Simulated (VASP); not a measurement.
A run of VASP 6.6.1 is set up as follows.

The input INCAR:

```
PREC     = Accurate       # precision mode
ENCUT    = 500            # plane-wave cutoff, eV
EDIFF    = 1E-6           # SCF threshold, eV
ISMEAR   = -1             # smearing method
SIGMA    = 0.05           # smearing width, eV
LREAL    = F              # projectors in reciprocal space
LASPH    = T              # aspherical terms in the spheres
NELM     = 120            # most SCF steps
ALGO     = Normal         # electronic algorithm
ISIF     = 2              # what is computed and relaxed
LWAVE    = F              # write WAVECAR
LCHARG   = T              # write CHGCAR
GGA      = PE             # functional
LELF     = T              # ELF
LVHAR    = T            
NBANDS   = 17             # bands
GGA_COMPAT= F
```

Contents of KPOINTS:

```
regular mesh
0
Gamma
  11 11 11
```

The input POSCAR:

```
SnSe
1.0
    0.0000000000      3.1460410354      3.1460410354
    3.1460410354      0.0000000000      3.1460410354
    3.1460410354      3.1460410354      0.0000000000
Sn Se
1 1
Direct
    0.0000000000      0.0000000000      0.0000000000
    0.2500000000      0.2500000000      0.2500000000
```

Potentials or basis: VASP PAW PBE potentials, release 64 (Sn_d, Se).

The run is started by

```console
$ cat potpaw_PBE.64/Sn_d/POTCAR potpaw_PBE.64/Se/POTCAR > POTCAR
$ mpirun -np 1 vasp_std > vasp.out
```

(1) What does it give for the band gap on the k mesh?

(2) Estimate the pressure.

## Answers

(1) zero (band 10 reaches 5.08 eV, above the bottom of band 11 at 4.42 eV).

(2) 9.7 GPa.

Caveat: spin-orbit coupling is left out, which moves the levels of the heavy elements.
